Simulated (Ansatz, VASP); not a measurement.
# One calculation of BN, two programs

```xyz
2
Lattice="0.0000 3.4719 2.1516 1.2432 0.0000 2.1516 1.2432 3.4719 0.0000" Properties=species:S:1:pos:R:3 pbc="T T T"
N     1.2432    3.4719    2.8687
B     1.2432    3.4719    0.0002
```

Change from the starting cell: volume scaled by 0.98.

Alike in both runs: task single point; functional LDA; k mesh 13 × 13 × 13; occupations fermi-dirac, width 0.05 eV; no spin polarisation.

|  | VASP | Ansatz |
| --- | --- | --- |
| version | VASP 6.6.1 | Ansatz 0.2.0 |
| potentials or method | VASP PAW LDA potentials, release 64 (N, B), cutoff 520 eV | all-electron LAPW, scalar-relativistic |

Ansatz gave:

```
gap on the k mesh at the Fermi level (eV)                     : 3.71
least direct gap on the mesh (eV)                             : 4.56
pressure (GPa)                                                : 0.6
traceless stress, the component that is largest in VASP (GPa) : -1.67
rms of the force components (eV/Å)                            : 0.007
```

**Question.** Estimate VASP's values.

**Answer.** gap on the k mesh at the Fermi level (eV): 3.70; least direct gap on the mesh (eV): 4.55; pressure (GPa): 0.9; traceless stress, the component that is largest in VASP (GPa): -2.14; rms of the force components (eV/Å): 0.007.

LDA's correlation is that of Perdew and Zunger in VASP and of Perdew and Wang (1992) in Ansatz. Atom by atom the forces differ by 0.000 eV/Å (rms over components). Ansatz ran all-electron here, and VASP with PAW potentials.
